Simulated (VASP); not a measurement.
A run of VASP 6.6.1 is set up as follows.

POSCAR

```
Be
1.0
   -1.2776981900      1.2776981900      1.2776981900
    1.2776981900     -1.2776981900      1.2776981900
    1.2776981900      1.2776981900     -1.2776981900
Be
1
Direct
    0.0000000000      0.0000000000      0.0000000000
```

Contents of INCAR.step1:

```
SYSTEM = Be
GGA = RP ; ISMEAR = 2
SIGMA = 0.1 ; LWAVE = .FALSE.
LCHARG = .FALSE. ; NSW = 80
PREC = Accurate ; LASPH = .TRUE.
LREAL = .FALSE. ; ALGO = Normal
EDIFF = 1E-6 ; NELM = 120
GGA_COMPAT = .FALSE. ; IBRION = 2
ISIF = 3 ; EDIFFG = -0.005
NELMIN = 4 ; ENCUT = 380
POTIM = 0.5
```

Contents of INCAR.step3:

```
SYSTEM = Be
GGA = RP ; ISMEAR = 2
SIGMA = 0.1 ; LWAVE = .FALSE.
LCHARG = .FALSE. ; PREC = Accurate
LASPH = .TRUE. ; LREAL = .FALSE.
ALGO = Normal ; EDIFF = 1E-6
NELM = 120 ; GGA_COMPAT = .FALSE.
ISIF = 2 ; ENCUT = 380
```

Contents of KPOINTS:

```
Automatic mesh
0
Gamma
  16 16 16
  0 0 0
```

Potentials or basis: VASP PAW PBE potentials, release 64 (Be).

Launch:

```console
$ cat potpaw_PBE.64/Be/POTCAR > POTCAR
$ cp INCAR.step1 INCAR
$ cp POSCAR.step1 POSCAR
$ mpirun -np 1 vasp_std > vasp.out
$ cp CONTCAR POSCAR
$ mpirun -np 1 vasp_std > vasp.out
$ cp CONTCAR POSCAR
$ cp INCAR.step3 INCAR
$ mpirun -np 1 vasp_std > vasp.out
```

Question: Estimate the relaxed volume.

Answer: 8.02 Å³/atom.

Question: What does it give for the band gap on the k mesh?

Answer: Zero (bands 1 and 2 overlap by 5.16 eV).

Question: What does it give for the space group after relaxing (to 0.1 Å)?

Answer: Im-3m (No. 229).

Question: Predict the relaxed cell.

Answer: a = 2.184 Å, b = 2.184 Å, c = 2.184 Å, α = 109.47°, β = 109.47°, γ = 109.47°.

Final structure:
```cif
data_structure
_symmetry_space_group_name_H-M 'P 1'
_symmetry_Int_Tables_number 1
_cell_length_a 2.1842
_cell_length_b 2.1842
_cell_length_c 2.1842
_cell_angle_alpha 109.471
_cell_angle_beta 109.471
_cell_angle_gamma 109.471
_cell_volume 8.02
loop_
_atom_site_label
_atom_site_type_symbol
_atom_site_fract_x
_atom_site_fract_y
_atom_site_fract_z
_atom_site_occupancy
Be1 Be 0.00000 0.00000 0.00000 1
```

Caveat: the PAW data sets were made with another functional, which shifts forces and pressure a little.
